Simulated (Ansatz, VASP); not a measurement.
# Two plane-wave programs on ZnS

Contents of INCAR:

```
PREC = Accurate
ENCUT = 520
EDIFF = 1E-6
ISMEAR = 0
SIGMA = 0.05
LREAL = F
LASPH = T
NELM = 80
ALGO = Normal
ISIF = 2
LWAVE = F
LCHARG = F
GGA = PE
NBANDS = 16
```

File KPOINTS:

```
regular mesh
0
Gamma
  8 8 8
```

Contents of POSCAR:

```
ZnS
1.0
    0.0000000000      2.8032109041      2.7215639846
    2.8032109041      0.0000000000      2.7215639846
    2.8032109041      2.8032109041      0.0000000000
Zn S
1 1
Direct
    0.0000000000      0.0000000000      0.0000000000
    0.7500000000      0.7500000000      0.7500000000
```

Input for Ansatz:

```yaml
crystal:
  lattice:
    - [0.0, 2.8032109041, 2.7215639846]
    - [2.8032109041, 0.0, 2.7215639846]
    - [2.8032109041, 2.8032109041, 0.0]
  atoms:
    - { symbol: Zn, position: [0.0, 0.0, 0.0] }
    - { symbol: S, position: [0.75, 0.75, 0.75] }
basis:
  ecutwfc: 420
kpoints:
  mp_grid: { grid: [8, 8, 8] }
hamiltonian:
  xc: pbe
scf:
  occupations: { method: gaussian, width: 0.05 }
output:
  forces: true
  stress: true
  eigenvalues: true
  write_density: true
  write_potential: true
  elf: true
  volumetric_format: npy
```

Change from the starting cell: strain +0.030 along x and y, +0.000 along z, atoms carried along.

Alike in both runs: task single point; functional PBE; k mesh 8 × 8 × 8; occupations gaussian, width 0.05 eV; no spin polarisation.

```csv
,VASP,Ansatz
version,VASP 6.6.1,Ansatz 0.2.0
potentials or method,"VASP PAW PBE potentials, release 64 (Zn, S), cutoff 520 eV","scalar-relativistic, plane waves, PAW"
valence electrons in the cell,18,18
```

Ansatz gave:

| Item | Value |
| --- | --- |
| gap on the k mesh at the Fermi level (eV) | 1.70 |
| least direct gap on the mesh (eV) | 1.70 |
| pressure (GPa) | -3.6 |
| traceless stress, the component that is largest in VASP (GPa) | 0.79 |

Task: What did VASP give for the same quantities?

Result: gap on the k mesh at the Fermi level (eV): 1.70; least direct gap on the mesh (eV): 1.70; pressure (GPa): -3.5; traceless stress, the component that is largest in VASP (GPa): 0.79.

The functional is the same, so the differences come from potentials, cutoffs and numerics.
